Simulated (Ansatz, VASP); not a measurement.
## Two plane-wave programs on Sc3Al

```
Sc Al
1.0
     4.29410    0.00000    0.00000
     0.00000    4.29410    0.00000
     0.00000    0.00000    4.29410
Sc Al
3 1
Cartesian
  2.1470 0.0000 2.1470
  0.0000 2.1470 2.1470
  2.1470 2.1470 0.0000
  0.0000 0.0000 0.0000
```

Change from the starting cell: strain -0.030 along x and y, -0.030 along z, atoms carried along.

Alike in both runs: task single point; functional r2SCAN; k mesh 12 × 12 × 12; occupations gaussian, width 0.15 eV; no spin polarisation.

|  | VASP | Ansatz |
| --- | --- | --- |
| version | VASP 6.6.1 | Ansatz 0.2.0 |
| potentials or method | VASP PAW PBE potentials, release 64 (Sc_sv, Al), cutoff 520 eV | scalar-relativistic, plane waves, PAW |
| valence electrons in the cell | 36 | 36 |

Ansatz gave:

```
gap on the k mesh at the Fermi level (eV) : none
pressure (GPa)                            : 7.1
```

**Question.** What did VASP give for the same quantities?

**Answer.** gap on the k mesh at the Fermi level (eV): none; pressure (GPa): 7.3.

VASP's potentials were made for PBE, not for r2SCAN. A gap of «none» marks a metal or a gap that the smearing closes.
